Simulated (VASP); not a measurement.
# ZrC (Fm-3m) in VASP: a series of runs

Runs on ZrC. Level: PBE. Tasks: single point.

Everything below comes from runs of VASP 6.6.1. Logs are shortened: lines on timing, memory, paths and dates and some standing lists are left out, and cuts for length are marked.

**1. The cell of the first run**

Symmetry: Fm-3m, No. 225, cubic system. The conventional cell has a = 4.700 Å, b = 4.700 Å, c = 4.700 Å, α = 90.00°, β = 90.00°, γ = 90.00°. Within 3.1 Å of Zr (site symmetry m-3m) lie 6 C at 2.35 Å. Within 3.1 Å of C (site symmetry m-3m) lie 6 Zr at 2.35 Å.

**2. Single point, PBE**

INCAR

```
SYSTEM = ZrC
PREC = Accurate ; ENCUT = 520
EDIFF = 1E-6 ; ISMEAR = 0
SIGMA = 0.1 ; LREAL = .FALSE.
LASPH = .TRUE. ; NELM = 60
ALGO = Normal ; ISIF = 2
LWAVE = .FALSE. ; LCHARG = .FALSE.
GGA = PE ; NBANDS = 15
```

KPOINTS

```
Automatic mesh
0
G
  6 6 6
  0 0 0
```

POSCAR

```
ZrC
1.0
    0.0000000000      2.3502099500      2.3502099500
    2.3502099500      0.0000000000      2.3502099500
    2.3502099500      2.3502099500      0.0000000000
Zr C
1 1
Direct
    0.5000000000      0.5000000000      0.5000000000
    0.0000000000      0.0000000000      0.0000000000
```

Potentials or basis: VASP PAW PBE potentials, release 64 (Zr_sv, C).

On the command line:

```sh
cat potpaw_PBE.64/Zr_sv/POTCAR potpaw_PBE.64/C/POTCAR > POTCAR
mpirun -np 1 vasp_std > vasp.out
```

OUTCAR:

```text
SYSTEM = ZrC
   PREC = Accurate
   ENCUT = 520
   EDIFF = 1E-6
   ISMEAR = 0
   LREAL = .FALSE.
   LASPH = .TRUE.
   NELM = 60
   ISIF = 2
   GGA = PE

 ion  position               nearest neighbor table
   1  0.500  0.500  0.500-   2 2.35   2 2.35   2 2.35   2 2.35   2 2.35   2 2.35
   2  0.000  0.000  0.000-   1 2.35   1 2.35   1 2.35   1 2.35   1 2.35   1 2.35

  LATTYP: Found a face centered cubic cell.
 ALAT       =     4.7004199000

  Lattice vectors:

 A1 = (   0.0000000000,   2.3502099500,   2.3502099500)
 A2 = (   2.3502099500,   0.0000000000,   2.3502099500)
 A3 = (   2.3502099500,   2.3502099500,   0.0000000000)

Analysis of symmetry for initial positions (statically):
=====================================================================
 Subroutine PRICEL returns:
 Original cell was already a primitive cell.

 Routine SETGRP: Setting up the symmetry group for a
 face centered cubic supercell.

 Subroutine GETGRP returns: Found 48 space group operations
 (whereof 48 operations were pure point group operations)
 out of a pool of 48 trial point group operations.

The static configuration has the point symmetry O_h .

Analysis of symmetry for dynamics (positions and initial velocities):
=====================================================================
 Subroutine PRICEL returns:
 Original cell was already a primitive cell.

 Routine SETGRP: Setting up the symmetry group for a
 face centered cubic supercell.

 Subroutine GETGRP returns: Found 48 space group operations
 (whereof 48 operations were pure point group operations)
 out of a pool of 48 trial point group operations.

The dynamic configuration has the point symmetry O_h .

 Subroutine INISYM returns: Found 48 space group operations
 (whereof 48 operations are pure point group operations),
 and found     1 'primitive' translations

----------------------------------------------------------------------------------------

                                     Primitive cell

  volume of cell :      25.9627

  direct lattice vectors                    reciprocal lattice vectors
     0.000000000  2.350209950  2.350209950    -0.212746951  0.212746951  0.212746951
     2.350209950  0.000000000  2.350209950     0.212746951 -0.212746951  0.212746951
     2.350209950  2.350209950  0.000000000     0.212746951  0.212746951 -0.212746951

  length of vectors
     3.323698786  3.323698786  3.323698786     0.368488527  0.368488527  0.368488527

  position of ions in fractional coordinates (direct lattice)
     0.500000000  0.500000000  0.500000000
     0.000000000  0.000000000  0.000000000

  ion indices of the primitive-cell ions
   primitive index   ion index
                 1           1
                 2           2

----------------------------------------------------------------------------------------

 KPOINTS: Automatic mesh

Automatic generation of k-mesh.
 Grid dimensions read from file:
 generate k-points for:    6    6    6

 Generating k-lattice:

  Cartesian coordinates                     Fractional coordinates (reciprocal lattice)
    -0.035457825  0.035457825  0.035457825     0.166666667  0.000000000  0.000000000
     0.035457825 -0.035457825  0.035457825     0.000000000  0.166666667  0.000000000
     0.035457825  0.035457825 -0.035457825     0.000000000  0.000000000  0.166666667

  Length of vectors
     0.061414755  0.061414755  0.061414755

  Shift w.r.t. Gamma in fractional coordinates (k-lattice)
     0.000000000  0.000000000  0.000000000

 Subroutine IBZKPT returns following result:
 ===========================================

 Found     16 irreducible k-points:

 Following reciprocal coordinates:
            Coordinates               Weight
  0.000000  0.000000  0.000000      1.000000
  0.166667  0.000000  0.000000      8.000000
  0.333333  0.000000  0.000000      8.000000
  0.500000  0.000000  0.000000      4.000000
  0.166667  0.166667  0.000000      6.000000
  0.333333  0.166667  0.000000     24.000000
[... 8 lines left out ...]
 -0.333333  0.333333  0.166667     24.000000
 -0.333333  0.500000  0.166667     12.000000
   k-points           NKPTS =     16   k-points in BZ     NKDIM =     16   number of bands    NBANDS=     15
   number of dos      NEDOS =    301   number of ions     NIONS =      2
   total plane-waves  NPLWV =  21952
   dimension x,y,z NGX =    28 NGY =   28 NGZ =   28
   dimension x,y,z NGXF=    56 NGYF=   56 NGZF=   56
   ions per type =               1   1
   NGX,Y,Z   is equivalent  to a cutoff of  14.01, 14.01, 14.01 a.u.
   NGXF,Y,Z  is equivalent  to a cutoff of  28.01, 28.01, 28.01 a.u.
 SYSTEM =  ZrC
   PREC   = accura    normal or accurate (medium, high low for compatibility)
   ISTART =      0    job   : 0-new  1-cont  2-samecut
   ICHARG =      2    charge: 1-file 2-atom 10-const
   ISPIN  =      1    spin polarized calculation?
   LNONCOLLINEAR =      F non collinear calculations
   LSORBIT =      F    spin-orbit coupling
   LASPH  =      T    aspherical Exc in radial PAW
   ENCUT  =  520.0 eV  38.22 Ry    6.18 a.u.   6.18  6.18  6.18*2*pi/ulx,y,z
   NELM   =     60;   NELMIN=  2; NELMDL= -5     # of ELM steps
   EDIFF  = 0.1E-05   stopping-criterion for ELM
   LREAL  =      F    real-space projection
[... 7 lines left out ...]
   TEBEG  =    0.0;   TEEND  =   0.0 temperature during run
   PSTRESS=    0.0 pullay stress
   NELECT =      16.0000    total number of electrons
   NUPDOWN=      -1.0000    fix difference up-down
   EMIN   =  10.00;   EMAX   =-10.00  energy-range for DOS
   EFERMI =   0.00;   METHOD = LEGACY
   ISMEAR =     0;   SIGMA  =   0.10  broadening in eV -4-tet -1-fermi 0-gaus
   EFERMI_NEDOS =   21; number of points for ismear=-14 and -15
   IALGO  =     38    algorithm
   IMIX   =      4    mixing-type and parameters
     AMIX     =   0.40;   BMIX     =  1.00
     AMIX_MAG =   1.60;   BMIX_MAG =  1.00
  volume/ion in A,a.u.               =      12.98        87.60
  Fermi-wavevector in a.u.,A,eV,Ry     =   1.393151  2.632673 26.407133  1.940869
  Thomas-Fermi vector in A             =   2.516825
   LORBIT       =      0    0 simple, 1 ext, 2 COOP (PROOUT), +10 PAW based schemes
   GGA     = PE    functional components
   LHFCALC =     F    Hartree Fock is set to
   AEXX    =    0.0000 exact exchange contribution
   IVDW    =     0    specifies the selected vdW correction
   LEPSILON=     F    determine dielectric tensor
   LRPA    =     F    only Hartree local field effects (RPA)
 non-spin polarized calculation
 Gauss-broadening in eV      SIGMA  =   0.10
  energy-cutoff  :      520.00
  volume of cell :       25.96
 maximum number of plane-waves:       725
 NGX is ok and might be reduce to    28

 number of electron      16.0000000 magnetization

 Free energy of the ion-electron system (eV)
  ---------------------------------------------------
  ext. energy  EPLUGINS =         0.00000000
  ---------------------------------------------------
  free energy    TOTEN  =       -19.45165502 eV

  energy without entropy =      -19.45107821  energy(sigma->0) =      -19.45136662

 E-fermi :   9.5460     XC(G=0): -12.1319

 val. band max:        9.3795099656   @ k =   0.1667   0.1667   0.0000
 cond. band min:       9.6830015636   @ k =   0.5000   0.5000   0.0000
 fundamental gap:      0.3034915979
 Fermi energy:         9.5460204364

 k-point     1 :       0.0000    0.0000    0.0000
  band No.  band energies     occupation
      1     -38.4970      2.00000
      2     -16.2072      2.00000
      3     -16.2072      2.00000
      4     -16.2072      2.00000
      5      -1.6848      2.00000
      6      10.5609      0.00000
      7      10.5609      0.00000
      8      10.5609      0.00000
      9      10.7048      0.00000
     10      10.7048      0.00000
     11      10.7048      0.00000
     12      12.4236      0.00000
     13      12.4236      0.00000
     14      16.9293      0.00000
     15      20.0773      0.00000

 k-point     2 :       0.1667    0.0000    0.0000
  band No.  band energies     occupation
      1     -38.4719      2.00000
      2     -16.4332      2.00000
      3     -16.2272      2.00000
      4     -16.2272      2.00000
      5      -1.0827      2.00000
      6       8.1948      2.00000
      7       8.7303      2.00000
      8       8.7303      2.00000
      9      11.4733      0.00000
     10      11.4733      0.00000
     11      11.9052      0.00000
     12      14.7612      0.00000
     13      14.7612      0.00000
     14      18.0454      0.00000
     15      21.5950      0.00000

 k-point     3 :       0.3333    0.0000    0.0000
  band No.  band energies     occupation
      1     -38.4211      2.00000
      2     -16.8583      2.00000
      3     -16.2667      2.00000
      4     -16.2667      2.00000
      5       0.3380      2.00000
      6       5.6846      2.00000
      7       7.2143      2.00000
      8       7.2143      2.00000
      9      13.0159      0.00000
     10      13.0159      0.00000
     11      13.1046      0.00000
     12      17.9548      0.00000
     13      17.9548      0.00000
     14      18.3886      0.00000
     15      23.4968      0.00000
[... 199 lines left out ...]
 k-point    15 :      -0.3333    0.3333    0.1667
  band No.  band energies     occupation
      1     -38.3704      2.00000
      2     -16.8442      2.00000
      3     -16.6133      2.00000
      4     -16.4160      2.00000
      5       0.4353      2.00000
      6       5.9829      2.00000
      7       7.2131      2.00000
      8       7.4394      2.00000
      9      12.8711      0.00000
     10      13.0416      0.00000
     11      15.0781      0.00000
     12      17.2285      0.00000
     13      17.6046      0.00000
     14      21.1680      0.00000
     15      23.3375      0.00000

 k-point    16 :      -0.3333    0.5000    0.1667
  band No.  band energies     occupation
      1     -38.3621      2.00000
      2     -16.8290      2.00000
      3     -16.6053      2.00000
      4     -16.5077      2.00000
      5      -0.0250      2.00000
      6       7.3563      2.00000
      7       7.3596      2.00000
      8       7.5462      2.00000
      9      11.4640      0.00000
     10      14.2095      0.00000
     11      15.2802      0.00000
     12      15.8853      0.00000
     13      17.2393      0.00000
     14      22.0307      0.00000
     15      22.1242      0.00000

------------------------ aborting loop because EDIFF is reached ----------------------------------------

  FORCE on cell =-STRESS in cart. coord.  units (eV):
  Direction    XX          YY          ZZ          XY          YZ          ZX
  --------------------------------------------------------------------------------------
  -------------------------------------------------------------------------------------
  Total        0.2485898      0.2485898      0.2485898      0.0000000     -0.0000000     -0.0000000
  in kB       15.3406569     15.3406569     15.3406569      0.0000000     -0.0000000     -0.0000000
  external PRESSURE =      15.3406569 kB  Pullay stress =       0.0000000 kB

 VOLUME and BASIS-vectors are now :
 -----------------------------------------------------------------------------
  energy-cutoff  :      520.00
  volume of cell :       25.96
      direct lattice vectors                 reciprocal lattice vectors
     0.000000000  2.350209950  2.350209950    -0.212746951  0.212746951  0.212746951
     2.350209950  0.000000000  2.350209950     0.212746951 -0.212746951  0.212746951
     2.350209950  2.350209950  0.000000000     0.212746951  0.212746951 -0.212746951

 POSITION                                       TOTAL-FORCE (eV/Angst)
 -----------------------------------------------------------------------------------
      2.35021      2.35021      2.35021         0.000000     -0.000000      0.000000
      0.00000      0.00000      0.00000        -0.000000      0.000000     -0.000000
 -----------------------------------------------------------------------------------
    total drift:                                0.000000      0.000000      0.000000

  FREE ENERGIE OF THE ION-ELECTRON SYSTEM (eV)
  ---------------------------------------------------
  free  energy   TOTEN  =       -19.4516550199 eV

  energy  without entropy=      -19.4510782136  energy(sigma->0) =      -19.45136662
```

Run time: 4.7 s. Hardware: 1 thread of Intel Xeon 6975P-C (Granite Rapids), shared host; peak memory 0.15 GiB.

What came out:

| Property | Result |
| --- | --- |
| Free energy | -19.4517 eV |
| Pressure | 1.5 GPa |
| Band gap on the k mesh | zero (band 8 reaches 10.56 eV, above the bottom of band 9 at 9.36 eV) |

Caveat: the k points lie up to 0.39 Å⁻¹ apart.

**3. Single point, PBE, collinear spin, ferromagnetic start**

INCAR

```
  ALGO = Normal
  EDIFF = 1E-6
  ENCUT = 520
  GGA = PE
  ISIF = 2
  ISMEAR = 0
  ISPIN = 2
  LASPH = True
  LCHARG = True
  LELF = True
  LMAXMIX = 4
  LORBIT = 11
  LREAL = False
  LVHAR = True
  LWAVE = False
  MAGMOM = 1 0
  NBANDS = 19
  NELM = 150
  PREC = Accurate
  SIGMA = 0.1
```

KPOINTS

```
k-points
0
Gamma
  6 6 6
```

POSCAR is that of step 2.

Potentials or basis: VASP PAW PBE potentials, release 64 (Zr_sv, C).

On the command line:

```sh
cat potpaw_PBE.64/Zr_sv/POTCAR potpaw_PBE.64/C/POTCAR > POTCAR
mpirun -np 1 vasp_std > vasp.out
```

Run time: 12 s. Hardware: 1 thread of Intel Xeon 6975P-C (Granite Rapids), shared host; peak memory 0.17 GiB.

Results (log left out):

- Free energy: -19.4517 eV
- Pressure: 1.5 GPa
- Band gap on the k mesh: zero (filled and empty bands overlap)
- Net moment: 0.00 μB per cell
- Valence electrons inside the program's atomic spheres: Zr 9.84; C 2.36

Levels at points of the mesh, in eV from the Fermi level:
Spin up:
| k point | band 4 | band 5 | band 6 | band 7 | band 8 | band 9 | band 10 | band 11 | band 12 | band 13 |
| --- | --- | --- | --- | --- | --- | --- | --- | --- | --- | --- |
| (0.00, 0.00, 0.00) | -25.75 | -11.23 | 1.01 | 1.01 | 1.01 | 1.16 | 1.16 | 1.16 | 2.88 | 2.88 |
| (0.50, 0.00, 0.00) | -25.83 | -8.16 | -5.22 | -2.86 | -2.86 | 4.57 | 4.57 | 5.40 | 6.60 | 10.21 |
| (0.50, 0.50, 0.00) | -26.04 | -10.07 | -1.99 | -1.69 | 0.14 | 0.14 | 4.52 | 5.73 | 5.73 | 8.06 |
Spin down:
```csv
k point,band 6,band 7,band 8,band 9,band 10,band 11
"(0.00, 0.00, 0.00)",1.01,1.01,1.01,1.16,1.16,1.16
"(0.50, 0.00, 0.00)",-5.22,-2.86,-2.86,4.57,4.57,5.40
"(0.50, 0.50, 0.00)",-1.99,-1.69,0.14,0.14,4.52,5.73
```

Caveat: the k points lie up to 0.39 Å⁻¹ apart.

**4. Single point, PBE (volume scaled by 0.88)**

INCAR

```
PREC = Accurate
ENCUT = 520
EDIFF = 1E-6
ISMEAR = 0
SIGMA = 0.1
LREAL = F
LASPH = T
NELM = 100
ALGO = Normal
ISIF = 2
LWAVE = F
LCHARG = F
GGA = PE
NBANDS = 15
```

KPOINTS

```
regular mesh
0
Gamma
  20 20 20
```

POSCAR

```
ZrC
1.0
    0.0000000000      2.2561689216      2.2561689216
    2.2561689216      0.0000000000      2.2561689216
    2.2561689216      2.2561689216      0.0000000000
Zr C
1 1
Direct
    0.5000000000      0.5000000000      0.5000000000
    0.0000000000      0.0000000000      0.0000000000
```

On the command line:

```sh
cat potpaw_PBE.64/Zr_sv/POTCAR potpaw_PBE.64/C/POTCAR > POTCAR
mpirun -np 1 vasp_std > vasp.out
```

It took 28 s on 1 thread of Intel Xeon 6975P-C (Granite Rapids), shared host; peak memory 0.2 GiB.

It converged, with:

- Free energy: -19.1324 eV
- Pressure: 37.1 GPa
- Band gap on the k mesh: zero (band 8 reaches 12.05 eV, above the bottom of band 9 at 10.70 eV)

Levels at points of the mesh, in eV from the Fermi level:
| k point | band 5 | band 6 | band 7 | band 8 | band 9 | band 10 | band 11 | band 12 |
| --- | --- | --- | --- | --- | --- | --- | --- | --- |
| (0.00, 0.00, 0.00) | -11.75 | 0.92 | 0.92 | 0.92 | 1.08 | 1.08 | 1.08 | 3.13 |
| (0.50, 0.00, 0.00) | -8.02 | -5.82 | -3.41 | -3.41 | 5.14 | 5.14 | 6.09 | 7.05 |
| (0.50, 0.50, 0.00) | -10.73 | -2.23 | -1.82 | 0.18 | 0.18 | 5.09 | 6.56 | 6.56 |

**5. Single point, PBE**

This run uses another cell than the first one: it holds 4 atoms, not 2.

INCAR

```
  PREC = Accurate
  ENCUT = 520
  EDIFF = 1E-6
  ISMEAR = 0
  SIGMA = 0.2
  LREAL = False
  LASPH = True
  NELM = 100
  ALGO = Normal
  ISIF = 2
  LWAVE = False
  LCHARG = False
  GGA = PE
  NBANDS = 24
```

KPOINTS

```
Automatic mesh
0
Gamma
  8 8 8
```

POSCAR

```
ZrC
1.0
    0.0000000000     -2.3543844924     -2.3543844924
   -2.3543844924      0.0000000000     -2.3543844924
    2.3543844924      2.3543844924     -4.7087689849
Zr C
2 2
Direct
    0.2500000000      0.2500000000      0.2500000000
    0.7500000000      0.7500000000      0.7500000000
    0.5000000000      0.5000000000      0.5000000000
    1.0000000000      1.0000000000      1.0000000000
```

Potentials or basis: VASP PAW PBE potentials, release 64 (Zr_sv, C).

On the command line:

```sh
cat potpaw_PBE.64/Zr_sv/POTCAR potpaw_PBE.64/C/POTCAR > POTCAR
mpirun -np 1 vasp_std > vasp.out
```

OUTCAR:

```text
PREC = Accurate
   ENCUT = 520
   EDIFF = 1E-6
   ISMEAR = 0
   LREAL = False
   LASPH = True
   NELM = 100
   ISIF = 2
   GGA = PE

 ion  position               nearest neighbor table
   1  0.250  0.250  0.250-   4 2.35   4 2.35   3 2.35   3 2.35   3 2.35   4 2.35   2 3.33   2 3.33
                             2 3.33   2 3.33   2 3.33   2 3.33
   2  0.750  0.750  0.750-   3 2.35   3 2.35   4 2.35   4 2.35   3 2.35   4 2.35   1 3.33   1 3.33
                             1 3.33   1 3.33   1 3.33   1 3.33
   3  0.500  0.500  0.500-   1 2.35   1 2.35   2 2.35   2 2.35   1 2.35   2 2.35
[... 869 lines left out ...]
  -------------------------------------------------------------------------------------
  Total        0.0822415      0.0822415      0.0822415     -0.0550918      0.0550918      0.0550918
  in kB        2.5241168      2.5241168      2.5241168     -1.6908502      1.6908502      1.6908502
  external PRESSURE =       2.5241168 kB  Pullay stress =       0.0000000 kB

 VOLUME and BASIS-vectors are now :
 -----------------------------------------------------------------------------
  energy-cutoff  :      520.00
  volume of cell :       52.20
      direct lattice vectors                 reciprocal lattice vectors
     0.000000000 -2.354384492 -2.354384492     0.106184865 -0.318554596 -0.106184865
    -2.354384492  0.000000000 -2.354384492    -0.318554596  0.106184865 -0.106184865
     2.354384492  2.354384492 -4.708768985     0.106184865  0.106184865 -0.106184865

 POSITION                                       TOTAL-FORCE (eV/Angst)
 -----------------------------------------------------------------------------------
      0.00000      0.00000     -2.35438        -0.000000     -0.000000     -0.000000
      0.00000      0.00000     -7.06315        -0.000000      0.000000     -0.000000
      0.00000      0.00000     -4.70877         0.000000      0.000000      0.000000
      0.00000      0.00000      0.00000         0.000000      0.000000      0.000000
 -----------------------------------------------------------------------------------
    total drift:                               -0.000000      0.000000      0.000000

  FREE ENERGIE OF THE ION-ELECTRON SYSTEM (eV)
  ---------------------------------------------------
  free  energy   TOTEN  =       -38.9264080617 eV

  energy  without entropy=      -38.9122895758  energy(sigma->0) =      -38.91934882
```

Wall time 45 s (1 thread of Intel Xeon 6975P-C (Granite Rapids), shared host); peak memory 0.22 GiB.

The run converged, but its numbers aren't listed here, since they failed a check.

Caveat: the result breaks the symmetry of the cell.

**6. The runs side by side**

```csv
spin,cell,k mesh,gap on the mesh (eV),pressure (GPa)
off,"a = 3.324 Å, angles 60.0°, 2 atoms",6 × 6 × 6,none,1.5
"collinear, ferromagnetic start","a = 3.324 Å, angles 60.0°, 2 atoms",6 × 6 × 6,none,1.5
off,"a = 3.191 Å, angles 60.0°, 2 atoms",20 × 20 × 20,none,37.1
```

Alike in all rows: task single point; level PBE; potentials or basis VASP PAW PBE potentials, release 64 (Zr_sv, C); cutoff (eV) 520; smearing gaussian 0.1 eV.

Caveats: some runs use coarse meshes.

Total energies depend on the potentials used, so only differences within one code and one set of settings carry meaning.
